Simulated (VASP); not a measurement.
A run of VASP 6.6.1:

File INCAR:

```
ALGO     = Normal         # electronic algorithm
EDIFF    = 1E-7           # SCF threshold, eV
EDIFFG   = -0.01          # ionic threshold
ENCUT    = 600            # plane-wave cutoff, eV
GGA      = PS             # functional
GGA_COMPAT= False        
IBRION   = 2              # ionic algorithm
ISIF     = 4              # what is computed and relaxed
ISMEAR   = 0              # smearing method
LASPH    = True           # aspherical terms in the spheres
LCHARG   = False          # write CHGCAR
LREAL    = False          # projectors in reciprocal space
LWAVE    = False          # write WAVECAR
NELM     = 120            # most SCF steps
NELMIN   = 4            
NSW      = 50             # ionic steps
PREC     = Accurate       # precision mode
SIGMA    = 0.1            # smearing width, eV
```

The input KPOINTS:

```
k-points
0
Gamma
  14 12 10
```

File POSCAR:

```
SiNi
1.0
    3.0803435261      0.0000000000      0.0000000000
    0.0000000000      3.2847736642      0.0000000000
    0.0000000000      0.0000000000      4.7414019008
Si Ni
2 2
Direct
    0.0000000000      0.0000000000      0.1581189855
    0.5000000000      0.5000000000      0.8418810145
    0.0000000000      0.0000000000      0.6576320129
    0.5000000000      0.5000000000      0.3423679871
```

Potentials or basis: VASP PAW PBE potentials, release 64 (Si, Ni).

Launch:

```bash
$ cat potpaw_PBE.64/Si/POTCAR potpaw_PBE.64/Ni/POTCAR > POTCAR
$ mpirun -np 1 vasp_std > vasp.out
```

Hardware: 1 thread of Intel(R) Xeon(R) 6975P-C (Granite Rapids), on a shared host.

Question: How long does it take, and how much memory?

Answer: Run time: 8.1 min on 1 thread of Intel(R) Xeon(R) 6975P-C (Granite Rapids), with other jobs on the host, peak memory 0.44 GiB. Counts: scf iterations 37, k points 336, ion steps 5.
